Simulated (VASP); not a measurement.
# SiO2 (pbe) (P4_2/mnm) in VASP: notebook, part 3 of 3

VASP 6.6.1. Earlier steps stand in the parts before.

**4. Relaxation of cell and atoms, PBE**

The input, INCAR:

```
PREC = Accurate ; ENCUT = 600
EDIFF = 1E-6 ; ISMEAR = 0
SIGMA = 0.02 ; LREAL = F
LASPH = T ; NELM = 100
ALGO = Normal ; ISIF = 3
LWAVE = F ; LCHARG = F
GGA = PE ; IBRION = 2
NSW = 100 ; EDIFFG = -0.002
```

The input, KPOINTS:

```
regular mesh
0
Gamma
  6 6 8
```

The input, POSCAR:

```
SiO2
1.0
    4.2321948703      0.0000000000      0.0000000000
    0.0000000000      4.2321948703      0.0000000000
    0.0000000000      0.0000000000      2.6917479245
Si O
2 4
Direct
    0.0000000000      0.0000000000      0.0000000000
    0.5000000000      0.5000000000      0.5000000000
    0.3069969627      0.3069969627      0.0000000000
    0.1930030373      0.8069969627      0.5000000000
    0.6930030373      0.6930030373      0.0000000000
    0.8069969627      0.1930030373      0.5000000000
```

Potentials or basis: VASP PAW PBE potentials, release 64 (Si, O).

On the command line:

```console
> cat potpaw_PBE.64/Si/POTCAR potpaw_PBE.64/O/POTCAR > POTCAR
> mpirun -np 1 vasp_std > vasp.out
```

OUTCAR:

```text
PREC = Accurate
   ENCUT = 600
   EDIFF = 1E-6
   ISMEAR = 0
   LREAL = F
   LASPH = T
   NELM = 100
   ISIF = 3
   GGA = PE
   IBRION = 2
   NSW = 100
   EDIFFG = -0.002

 ion  position               nearest neighbor table
   1  0.000  0.000  0.000-   4 1.77   6 1.77   4 1.77   6 1.77   5 1.84   3 1.84
   2  0.500  0.500  0.500-   3 1.77   5 1.77   3 1.77   5 1.77   4 1.84   6 1.84
   3  0.307  0.307  0.000-   2 1.77   2 1.77   1 1.84
   4  0.193  0.807  0.500-   1 1.77   1 1.77   2 1.84
   5  0.693  0.693  0.000-   2 1.77   2 1.77   1 1.84
   6  0.807  0.193  0.500-   1 1.77   1 1.77   2 1.84

  LATTYP: Found a simple tetragonal cell.
 ALAT       =     4.2321948703
 C/A-ratio  =     0.6360170094

  Lattice vectors:

 A1 = (   4.2321948703,   0.0000000000,   0.0000000000)
 A2 = (   0.0000000000,   4.2321948703,   0.0000000000)
 A3 = (   0.0000000000,   0.0000000000,   2.6917479245)

Analysis of symmetry for initial positions (statically):
=====================================================================
 Subroutine PRICEL returns:
 Original cell was already a primitive cell.

 Routine SETGRP: Setting up the symmetry group for a
 simple tetragonal supercell.

 Subroutine GETGRP returns: Found 16 space group operations
 (whereof  8 operations were pure point group operations)
 out of a pool of 16 trial point group operations.

The static configuration has the point symmetry D_2h.
 The point group associated with its full space group is D_4h.

Analysis of symmetry for dynamics (positions and initial velocities):
=====================================================================
 Subroutine PRICEL returns:
 Original cell was already a primitive cell.

 Routine SETGRP: Setting up the symmetry group for a
 simple tetragonal supercell.

 Subroutine GETGRP returns: Found 16 space group operations
 (whereof  8 operations were pure point group operations)
 out of a pool of 16 trial point group operations.

The dynamic configuration has the point symmetry D_2h.
 The point group associated with its full space group is D_4h.

 Subroutine INISYM returns: Found 16 space group operations
 (whereof  8 operations are pure point group operations),
 and found     1 'primitive' translations

----------------------------------------------------------------------------------------

                                     Primitive cell

  volume of cell :      48.2132

  direct lattice vectors                    reciprocal lattice vectors
     4.232194870  0.000000000  0.000000000     0.236284016  0.000000000  0.000000000
     0.000000000  4.232194870  0.000000000     0.000000000  0.236284016  0.000000000
     0.000000000  0.000000000  2.691747924     0.000000000  0.000000000  0.371505813

  length of vectors
     4.232194870  4.232194870  2.691747924     0.236284016  0.236284016  0.371505813

  position of ions in fractional coordinates (direct lattice)
     0.000000000  0.000000000  0.000000000
     0.500000000  0.500000000  0.500000000
     0.306996963  0.306996963  0.000000000
     0.193003037  0.806996963  0.500000000
     0.693003037  0.693003037  0.000000000
     0.806996963  0.193003037  0.500000000

  ion indices of the primitive-cell ions
   primitive index   ion index
                 1           1
                 2           2
[... 57 lines left out ...]
 [... further k-points ...]
   k-points           NKPTS =     50   k-points in BZ     NKDIM =     50   number of bands    NBANDS=     20
   number of dos      NEDOS =    301   number of ions     NIONS =      6
   total plane-waves  NPLWV =  31104
   dimension x,y,z NGX =    36 NGY =   36 NGZ =   24
   dimension x,y,z NGXF=    72 NGYF=   72 NGZF=   48
   ions per type =               2   4
   NGX,Y,Z   is equivalent  to a cutoff of  14.14, 14.14, 14.82 a.u.
   NGXF,Y,Z  is equivalent  to a cutoff of  28.28, 28.28, 29.65 a.u.
 SYSTEM =  unknown system
   PREC   = accura    normal or accurate (medium, high low for compatibility)
   ISTART =      0    job   : 0-new  1-cont  2-samecut
   ICHARG =      2    charge: 1-file 2-atom 10-const
   ISPIN  =      1    spin polarized calculation?
   LNONCOLLINEAR =      F non collinear calculations
   LSORBIT =      F    spin-orbit coupling
   LASPH  =      T    aspherical Exc in radial PAW
   ENCUT  =  600.0 eV  44.10 Ry    6.64 a.u.   8.45  8.45  5.38*2*pi/ulx,y,z
   NELM   =    100;   NELMIN=  2; NELMDL= -5     # of ELM steps
   EDIFF  = 0.1E-05   stopping-criterion for ELM
   LREAL  =      F    real-space projection
   EDIFFG = -.2E-02   stopping-criterion for IOM
   NSW    =    100    number of steps for IOM
   IBRION =      2    ionic relax: 0-MD 1-quasi-New 2-CG
   NFREE  =      1    steps in history (QN), initial steepest desc. (CG)
   ISIF   =      3    stress and relaxation
   ISYM   =      2    0-nonsym 1-usesym 2-fastsym
   POTIM  = 0.5000    time-step for ionic-motion
   TEBEG  =    0.0;   TEEND  =   0.0 temperature during run
   PSTRESS=    0.0 pullay stress
   NELECT =      32.0000    total number of electrons
   NUPDOWN=      -1.0000    fix difference up-down
   EMIN   =  10.00;   EMAX   =-10.00  energy-range for DOS
   EFERMI =   0.00;   METHOD = LEGACY
   ISMEAR =     0;   SIGMA  =   0.02  broadening in eV -4-tet -1-fermi 0-gaus
   EFERMI_NEDOS =   21; number of points for ismear=-14 and -15
   IALGO  =     38    algorithm
   IMIX   =      4    mixing-type and parameters
     AMIX     =   0.40;   BMIX     =  1.00
     AMIX_MAG =   1.60;   BMIX_MAG =  1.00
  volume/ion in A,a.u.               =       8.04        54.23
  Fermi-wavevector in a.u.,A,eV,Ry     =   1.428026  2.698579 27.745811  2.039260
  Thomas-Fermi vector in A             =   2.548133
   LORBIT       =      0    0 simple, 1 ext, 2 COOP (PROOUT), +10 PAW based schemes
   GGA     = PE    functional components
   LHFCALC =     F    Hartree Fock is set to
   AEXX    =    0.0000 exact exchange contribution
   IVDW    =     0    specifies the selected vdW correction
   LEPSILON=     F    determine dielectric tensor
   LRPA    =     F    only Hartree local field effects (RPA)
 conjugate gradient relaxation of ions
 non-spin polarized calculation
 Gauss-broadening in eV      SIGMA  =   0.02
  energy-cutoff  :      600.00
  volume of cell :       48.21
 maximum number of plane-waves:      1634
 NGX is ok and might be reduce to    36
   NGX = 17   NGY = 17   NGZ = 11

--------------------------------------- Ionic step        1  -------------------------------------------

 number of electron      32.0000006 magnetization

 Free energy of the ion-electron system (eV)
  ---------------------------------------------------
  ext. energy  EPLUGINS =         0.00000000
  ---------------------------------------------------
  free energy    TOTEN  =       -46.33087739 eV

  energy without entropy =      -46.33087739  energy(sigma->0) =      -46.33087739

------------------------ aborting loop because EDIFF is reached ----------------------------------------

  FORCE on cell =-STRESS in cart. coord.  units (eV):
  Direction    XX          YY          ZZ          XY          YZ          ZX
  --------------------------------------------------------------------------------------
  -------------------------------------------------------------------------------------
  Total        0.0220129      0.0220129      0.0421200      0.0000000      0.0000000      0.0000000
  in kB        0.7315139      0.7315139      1.3996930      0.0000000      0.0000000      0.0000000
  external PRESSURE =       0.9542403 kB  Pullay stress =       0.0000000 kB
[... 227 lines left out ...]
--------------------------------------- Ionic step        7  -------------------------------------------

 number of electron      32.0000007 magnetization

 Free energy of the ion-electron system (eV)
  ---------------------------------------------------
  ext. energy  EPLUGINS =         0.00000000
  ---------------------------------------------------
  free energy    TOTEN  =       -46.33099406 eV

  energy without entropy =      -46.33099406  energy(sigma->0) =      -46.33099406

 E-fermi :   7.8434     XC(G=0): -12.0894

 val. band max:        7.7571939078   @ k =   0.0000   0.0000   0.0000
 cond. band min:      12.7934087506   @ k =   0.0000   0.0000   0.0000
 fundamental gap:      5.0362148428
 Fermi energy:         7.8434060708

 k-point     1 :       0.0000    0.0000    0.0000
  band No.  band energies     occupation
      1     -14.4682      2.00000
      2     -11.0011      2.00000
      3     -11.0011      2.00000
      4     -10.8256      2.00000
      5      -2.8752      2.00000
      6       1.5176      2.00000
[... 541 lines left out ...]
     19      18.0033      0.00000
     20      18.0033      0.00000

 [... further k-points ...]

------------------------ aborting loop because EDIFF is reached ----------------------------------------

  FORCE on cell =-STRESS in cart. coord.  units (eV):
  Direction    XX          YY          ZZ          XY          YZ          ZX
  --------------------------------------------------------------------------------------
  -------------------------------------------------------------------------------------
  Total       -0.0019842     -0.0019842     -0.0049216     -0.0000000      0.0000000      0.0000000
  in kB       -0.0659540     -0.0659540     -0.1635908     -0.0000000      0.0000000      0.0000000
  external PRESSURE =      -0.0984996 kB  Pullay stress =       0.0000000 kB
[... 21 lines left out ...]
  FREE ENERGIE OF THE ION-ELECTRON SYSTEM (eV)
  ---------------------------------------------------
  free  energy   TOTEN  =       -46.3309940621 eV

  energy  without entropy=      -46.3309940621  energy(sigma->0) =      -46.33099406

 reached required accuracy - stopping structural energy minimisation
```

Run time: 60 s. Hardware: 1 thread of Intel Xeon 6975P-C (Granite Rapids), shared host; peak memory 0.2 GiB.

What came out:

- Free energy: -46.3310 eV
- Relaxed volume: 8.03 Å³/atom
- Relaxed cell: a = 4.231 Å, b = 4.231 Å, c = 2.693 Å, α = 90.00°, β = 90.00°, γ = 90.00°
- Space group after relaxing (to 0.05 Å): P4_2/mnm (No. 136)
- Energy gained by relaxing: 0.0 meV/atom
- Ionic steps: 7
- Pressure after relaxing: 0.0 GPa
- Band gap on the k mesh: 5.04 eV, direct

The path:
| step | energy change (eV) | largest force (eV/Å) | pressure (GPa) | volume (Å³) |
| --- | --- | --- | --- | --- |
| 1 | 0.0000 | 0.0395 | 0.10 | 48.21 |
| 2 | 0.0000 | 0.0230 | -0.30 | 48.25 |
| 3 | -0.0001 | 0.0039 | -0.14 | 48.23 |
| 4 | -0.0001 | 0.0026 | 0.05 | 48.19 |
| 5 | -0.0001 | 0.0017 | 0.03 | 48.20 |
| 6 | -0.0001 | 0.0014 | 0.03 | 48.20 |
| 7 | -0.0001 | 0.0002 | -0.01 | 48.20 |

Final structure:
```yaml
crystal:
  lattice:
    - [4.23088, 0.00000, 0.00000]
    - [0.00000, 4.23088, 0.00000]
    - [0.00000, 0.00000, 2.69273]
  atoms:
    - { symbol: Si, position: [0.00000, 0.00000, 0.00000] }
    - { symbol: Si, position: [0.50000, 0.50000, 0.50000] }
    - { symbol: O, position: [0.30675, 0.30675, 0.00000] }
    - { symbol: O, position: [0.19325, 0.80675, 0.50000] }
    - { symbol: O, position: [0.69325, 0.69325, 0.00000] }
    - { symbol: O, position: [0.80675, 0.19325, 0.50000] }
```

A k mesh can miss the band edges. A hybrid or GW would open this gap; PBE tends to underestimate it.

**5. Overview**

```tsv
task	cell	cutoff (eV)	smearing	gap on the mesh (eV)	pressure (GPa)	relaxed volume (Å³/atom)	largest force (eV/Å)
single point	a = 4.236, b = 4.236, c = 2.690 Å, 6 atoms	520	gaussian 0.02 eV	5.03	0.2	-	0.02
relaxation of cell and atoms	relaxed from a = 4.186, b = 4.186, c = 2.668 Å, 6 atoms	600	gaussian 0.1 eV	5.04	0.2	8.03	0.02
relaxation of cell and atoms	relaxed from a = 4.232, b = 4.232, c = 2.692 Å, 6 atoms	600	gaussian 0.02 eV	5.04	0.0	8.03	-
```

Alike in all rows: level PBE; potentials or basis VASP PAW PBE potentials, release 64 (Si, O); no spin polarisation; k mesh 6 × 6 × 8.

Caveats: the relaxation stopped at a loose force limit of 0.05 eV/Å, so its end isn't a converged minimum (some runs).

Absolute energies hang on the potentials; compare differences alone.
